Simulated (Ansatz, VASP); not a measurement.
**AlN: VASP beside Ansatz**

```
CELL_PARAMETERS angstrom
3.11950 0.00000 0.00000
-1.55975 2.70157 0.00000
0.00000 0.00000 5.33910
ATOMIC_POSITIONS crystal
Al 0.33333 0.66667 0.00152
Al 0.66667 0.33333 0.50152
N 0.33333 0.66667 0.38348
N 0.66667 0.33333 0.88348
```

Alike in both runs: task relaxation of the atoms; functional LDA; k mesh 9 × 9 × 6; occupations gaussian, width 0.05 eV; no spin polarisation.

|  | VASP | Ansatz |
| --- | --- | --- |
| version | VASP 6.6.1 | Ansatz 0.2.0 |
| potentials or method | VASP PAW LDA potentials, release 64 (Al, N), cutoff 520 eV | scalar-relativistic, plane waves, PAW |
| valence electrons in the cell | 16 | 16 |

```tsv
	VASP	Ansatz	Ansatz less VASP
gap on the k mesh at the Fermi level, each at its own relaxed structure (eV)	3.48	3.48	0.000
```

Ansatz warns that its potentials were made for another functional, while VASP's fit it. LDA's correlation is that of Perdew and Zunger in VASP and of Perdew and Wang (1992) in Ansatz. Ansatz's warnings: stress scf threshold loose.
